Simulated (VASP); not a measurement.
# K (P6_3/mmc) in VASP: notebook, part 3 of 3

VASP 6.6.1. Earlier steps stand in the parts before.

## Step 5: Single point, PBE (65.34 Å³/atom)

This run uses another cell than the first one, of 65.34 Å³/atom.

INCAR reads:

```
SYSTEM = K
PREC     = Accurate       ! precision mode
ENCUT    = 520            ! plane-wave cutoff, eV
EDIFF    = 1E-7           ! SCF threshold, eV
ISMEAR   = -1             ! smearing method
SIGMA    = 0.1            ! smearing width, eV
LREAL    = .FALSE.        ! projectors in reciprocal space
LASPH    = .TRUE.         ! aspherical terms in the spheres
NELM     = 80             ! most SCF steps
ALGO     = Normal         ! electronic algorithm
ISIF     = 2              ! what is computed and relaxed
LWAVE    = .FALSE.        ! write WAVECAR
LCHARG   = .FALSE.        ! write CHGCAR
GGA      = PE             ! functional
NBANDS   = 26             ! bands
```

KPOINTS reads:

```
Automatic mesh
0
G
  6 6 4
  0 0 0
```

POSCAR reads:

```
K
1.0
    4.5507464168      0.0000000000      0.0000000000
   -2.2753732084      3.9410620031      0.0000000000
    0.0000000000      0.0000000000     14.5736361949
K
4
Direct
    0.0000000000      0.0000000000      0.0000000000
    0.0000000000      0.0000000000      0.5000000000
    0.3333333333      0.6666666667      0.2500000000
    0.6666666667      0.3333333333      0.7500000000
```

Potentials or basis: VASP PAW PBE potentials, release 64 (K_sv).

On the command line:

```bash
$ cat potpaw_PBE.64/K_sv/POTCAR > POTCAR
$ mpirun -np 1 vasp_std > vasp.out
```

OUTCAR:

```text
SYSTEM = K
   PREC = Accurate
   ENCUT = 520
   EDIFF = 1E-7
   ISMEAR = -1
   LREAL = .FALSE.
   LASPH = .TRUE.
   NELM = 80
   ISIF = 2
   GGA = PE

 ion  position               nearest neighbor table
   1  0.000  0.000  0.000-
   2  0.000  0.000  0.500-
   3  0.333  0.667  0.250-
   4  0.667  0.333  0.750-

  LATTYP: Found a hexagonal cell.
 ALAT       =     4.5507464168
 C/A-ratio  =     3.2024716080

  Lattice vectors:

 A1 = (   4.5507464168,   0.0000000000,   0.0000000000)
 A2 = (  -2.2753732084,   3.9410620031,   0.0000000000)
 A3 = (   0.0000000000,   0.0000000000,  14.5736361949)

Analysis of symmetry for initial positions (statically):
=====================================================================
 Subroutine PRICEL returns:
 Original cell was already a primitive cell.

 Routine SETGRP: Setting up the symmetry group for a
 hexagonal supercell.

 Subroutine GETGRP returns: Found 24 space group operations
 (whereof 12 operations were pure point group operations)
 out of a pool of 24 trial point group operations.

The static configuration has the point symmetry D_3d.
 The point group associated with its full space group is D_6h.

Analysis of symmetry for dynamics (positions and initial velocities):
=====================================================================
 Subroutine PRICEL returns:
 Original cell was already a primitive cell.

 Routine SETGRP: Setting up the symmetry group for a
 hexagonal supercell.

 Subroutine GETGRP returns: Found 24 space group operations
 (whereof 12 operations were pure point group operations)
 out of a pool of 24 trial point group operations.

The dynamic configuration has the point symmetry D_3d.
 The point group associated with its full space group is D_6h.

 Subroutine INISYM returns: Found 24 space group operations
 (whereof 12 operations are pure point group operations),
 and found     1 'primitive' translations

----------------------------------------------------------------------------------------

                                     Primitive cell

  volume of cell :     261.3749

  direct lattice vectors                    reciprocal lattice vectors
     4.550746417  0.000000000  0.000000000     0.219744171  0.126869356  0.000000000
    -2.275373208  3.941062003  0.000000000     0.000000000  0.253738713  0.000000000
     0.000000000  0.000000000 14.573636195     0.000000000  0.000000000  0.068617055

  length of vectors
     4.550746417  4.550746417 14.573636195     0.253738713  0.253738713  0.068617055

  position of ions in fractional coordinates (direct lattice)
     0.000000000  0.000000000  0.000000000
     0.000000000  0.000000000  0.500000000
     0.333333333  0.666666667  0.250000000
     0.666666667  0.333333333  0.750000000

  ion indices of the primitive-cell ions
   primitive index   ion index
                 1           1
                 2           2
                 3           3
                 4           4

----------------------------------------------------------------------------------------

 KPOINTS: Automatic mesh

Automatic generation of k-mesh.
 Grid dimensions read from file:
 generate k-points for:    6    6    4

 Generating k-lattice:

  Cartesian coordinates                     Fractional coordinates (reciprocal lattice)
     0.036624029  0.021144893  0.000000000     0.166666667  0.000000000  0.000000000
     0.000000000  0.042289785  0.000000000     0.000000000  0.166666667  0.000000000
     0.000000000  0.000000000  0.017154264     0.000000000  0.000000000  0.250000000

  Length of vectors
     0.042289785  0.042289785  0.017154264

  Shift w.r.t. Gamma in fractional coordinates (k-lattice)
     0.000000000  0.000000000  0.000000000

 Subroutine IBZKPT returns following result:
 ===========================================

 Found     21 irreducible k-points:

 Following reciprocal coordinates:
            Coordinates               Weight
  0.000000  0.000000  0.000000      1.000000
  0.166667  0.000000  0.000000      6.000000
  0.333333  0.000000  0.000000      6.000000
  0.500000  0.000000  0.000000      3.000000
  0.166667  0.166667  0.000000      6.000000
  0.333333  0.166667  0.000000     12.000000
[... 13 lines left out ...]
  0.333333  0.166667  0.500000     12.000000
  0.333333  0.333333  0.500000      2.000000
   k-points           NKPTS =     21   k-points in BZ     NKDIM =     21   number of bands    NBANDS=     26
   number of dos      NEDOS =    301   number of ions     NIONS =      4
   total plane-waves  NPLWV = 139968
   dimension x,y,z NGX =    36 NGY =   36 NGZ =  108
   dimension x,y,z NGXF=    72 NGYF=   72 NGZF=  216
   ions per type =               4
   NGX,Y,Z   is equivalent  to a cutoff of  13.15, 13.15, 12.32 a.u.
   NGXF,Y,Z  is equivalent  to a cutoff of  26.30, 26.30, 24.64 a.u.
 SYSTEM =  K
   PREC   = accura    normal or accurate (medium, high low for compatibility)
   ISTART =      0    job   : 0-new  1-cont  2-samecut
   ICHARG =      2    charge: 1-file 2-atom 10-const
   ISPIN  =      1    spin polarized calculation?
   LNONCOLLINEAR =      F non collinear calculations
   LSORBIT =      F    spin-orbit coupling
   LASPH  =      T    aspherical Exc in radial PAW
   ENCUT  =  520.0 eV  38.22 Ry    6.18 a.u.   8.46  8.46 27.10*2*pi/ulx,y,z
   NELM   =     80;   NELMIN=  2; NELMDL= -5     # of ELM steps
   EDIFF  = 0.1E-06   stopping-criterion for ELM
   LREAL  =      F    real-space projection
   EDIFFG = 0.1E-05   stopping-criterion for IOM
   NSW    =      0    number of steps for IOM
   IBRION =     -1    ionic relax: 0-MD 1-quasi-New 2-CG
   NFREE  =      0    steps in history (QN), initial steepest desc. (CG)
   ISIF   =      2    stress and relaxation
   ISYM   =      2    0-nonsym 1-usesym 2-fastsym
   POTIM  = 0.5000    time-step for ionic-motion
   TEBEG  =    0.0;   TEEND  =   0.0 temperature during run
   PSTRESS=    0.0 pullay stress
   NELECT =      36.0000    total number of electrons
   NUPDOWN=      -1.0000    fix difference up-down
   EMIN   =  10.00;   EMAX   =-10.00  energy-range for DOS
   EFERMI =   0.00;   METHOD = LEGACY
   ISMEAR =    -1;   SIGMA  =   0.10  broadening in eV -4-tet -1-fermi 0-gaus
   EFERMI_NEDOS =   21; number of points for ismear=-14 and -15
   IALGO  =     38    algorithm
   IMIX   =      4    mixing-type and parameters
     AMIX     =   0.40;   BMIX     =  1.00
     AMIX_MAG =   1.60;   BMIX_MAG =  1.00
  volume/ion in A,a.u.               =      65.34       440.96
  Fermi-wavevector in a.u.,A,eV,Ry     =   0.845450  1.597668  9.725241  0.714785
  Thomas-Fermi vector in A             =   1.960640
   LORBIT       =      0    0 simple, 1 ext, 2 COOP (PROOUT), +10 PAW based schemes
   GGA     = PE    functional components
   LHFCALC =     F    Hartree Fock is set to
   AEXX    =    0.0000 exact exchange contribution
   IVDW    =     0    specifies the selected vdW correction
   LEPSILON=     F    determine dielectric tensor
   LRPA    =     F    only Hartree local field effects (RPA)
 non-spin polarized calculation
  energy-cutoff  :      520.00
  volume of cell :      261.37
 maximum number of plane-waves:      7122
 NGX is ok and might be reduce to    36
   NGX = 17   NGY = 17   NGZ = 55

 number of electron      36.0000006 magnetization

 Free energy of the ion-electron system (eV)
  ---------------------------------------------------
  ext. energy  EPLUGINS =         0.00000000
  ---------------------------------------------------
  free energy    TOTEN  =        -4.16822919 eV

  energy without entropy =       -4.06430729  energy(sigma->0) =       -4.11626824

 E-fermi :   0.1482     XC(G=0):  -5.9441

 val. band max:        0.1099352772   @ k =   0.3333   0.0000   0.2500
 cond. band min:       0.2012180674   @ k =   0.3333   0.1667   0.2500
 fundamental gap:      0.0912827902
 Fermi energy:         0.1481830380

 k-point     1 :       0.0000    0.0000    0.0000
  band No.  band energies     occupation
      1     -31.9074      2.00000
      2     -31.9040      2.00000
      3     -31.9036      2.00000
      4     -31.9002      2.00000
      5     -15.4531      2.00000
      6     -15.4012      2.00000
[... 18 lines left out ...]
     25       4.2277      0.00000
     26       4.3219      0.00000
[... 557 lines left out ...]
      4     -31.8991      2.00000
      5     -15.4253      2.00000
      6     -15.4253      2.00000
[... 18 lines left out ...]
     25       2.1659      0.00000
     26       2.1659      0.00000

------------------------ aborting loop because EDIFF is reached ----------------------------------------

  FORCE on cell =-STRESS in cart. coord.  units (eV):
  Direction    XX          YY          ZZ          XY          YZ          ZX
  --------------------------------------------------------------------------------------
  -------------------------------------------------------------------------------------
  Total        0.9184706      0.9184706      0.9313239      0.0000000      0.0000000      0.0000000
  in kB        5.6300467      5.6300467      5.7088354      0.0000000      0.0000000      0.0000000
  external PRESSURE =       5.6563096 kB  Pullay stress =       0.0000000 kB

 VOLUME and BASIS-vectors are now :
 -----------------------------------------------------------------------------
  energy-cutoff  :      520.00
  volume of cell :      261.37
      direct lattice vectors                 reciprocal lattice vectors
     4.550746417  0.000000000  0.000000000     0.219744171  0.126869356  0.000000000
    -2.275373208  3.941062003  0.000000000     0.000000000  0.253738713  0.000000000
     0.000000000  0.000000000 14.573636195     0.000000000  0.000000000  0.068617055

 POSITION                                       TOTAL-FORCE (eV/Angst)
 -----------------------------------------------------------------------------------
      0.00000      0.00000      0.00000         0.000000     -0.000000      0.000000
      0.00000      0.00000      7.28682         0.000000     -0.000000      0.000000
     -0.00000      2.62737      3.64341        -0.000000     -0.000000      0.000000
      2.27537      1.31369     10.93023         0.000000      0.000000     -0.000000
 -----------------------------------------------------------------------------------
    total drift:                               -0.000000      0.000000      0.000000

  FREE ENERGIE OF THE ION-ELECTRON SYSTEM (eV)
  ---------------------------------------------------
  free  energy   TOTEN  =        -4.1682291935 eV

  energy  without entropy=       -4.0643072926  energy(sigma->0) =       -4.11626824
```

Run time: 2.4 min. Hardware: 1 thread of AMD EPYC 7R13 (Zen 3), shared host; peak memory 0.38 GiB.

Results:

- Free energy: -4.1682 eV
- Pressure: 0.6 GPa
- Band gap on the k mesh: zero (bands 18 and 19 overlap by 2.41 eV)

## Step 6: Single point, PBE (65.34 Å³/atom)

This run uses another cell than the first one, of 65.34 Å³/atom.

INCAR reads:

```
PREC = Accurate
ENCUT = 520
EDIFF = 1E-7
ISMEAR = -1
SIGMA = 0.1
LREAL = False
LASPH = True
NELM = 80
ALGO = Normal
ISIF = 2
LWAVE = False
LCHARG = False
GGA = PE
NBANDS = 26
```

KPOINTS reads:

```
Automatic mesh
0
Gamma
  6 6 4
```

POSCAR is that of step 5.

Potentials or basis: VASP PAW PBE potentials, release 64 (K_sv).

On the command line:

```bash
$ cat potpaw_PBE.64/K_sv/POTCAR > POTCAR
$ mpirun -np 1 vasp_std > vasp.out
```

It took 2.4 min on 1 thread of AMD EPYC 7R13 (Zen 3), shared host; peak memory 0.37 GiB.

It converged, with:

| Quantity | Value |
| --- | --- |
| Free energy | -4.1682 eV |
| Pressure | 0.6 GPa |
| Band gap on the k mesh | zero (bands 18 and 19 overlap by 2.41 eV) |

Levels at points of the mesh, in eV from the Fermi level:
```csv
k point,band 15,band 16,band 17,band 18,band 19,band 20,band 21,band 22
"(0.00, 0.00, 0.00)",-15.50,-15.50,-2.32,-1.52,-1.52,0.39,0.68,2.91
"(0.50, 0.00, 0.00)",-15.51,-15.51,0.14,0.21,0.62,0.63,0.87,0.94
"(0.00, 0.00, 0.50)",-15.50,-15.50,-2.11,-2.11,-0.60,-0.60,1.75,1.75
"(0.50, 0.00, 0.50)",-15.51,-15.51,0.27,0.27,0.38,0.38,1.24,1.24
```

## Step 7: Overview

```tsv
cell	gap on the mesh (eV)	pressure (GPa)
a = 3.769, b = 3.769, c = 12.071 Å, angles 90.0, 90.0, 120.0°, 4 atoms	none	8.8
a = 3.960, b = 3.960, c = 12.683 Å, angles 90.0, 90.0, 120.0°, 4 atoms	none	5.3
a = 4.551, b = 4.551, c = 14.574 Å, angles 90.0, 90.0, 120.0°, 4 atoms	none	0.6
```

Alike in all rows: task single point; level PBE; potentials or basis VASP PAW PBE potentials, release 64 (K_sv); no spin polarisation; k mesh 6 × 6 × 4; cutoff (eV) 520; smearing fermi-dirac 0.1 eV.

Caveats: the cell stands under pressure (at least some runs).

Total energies depend on the potentials used, so only differences within one code and one set of settings carry meaning.

The gap in the log of VASP goes by the Fermi energy; the results here count the filled bands.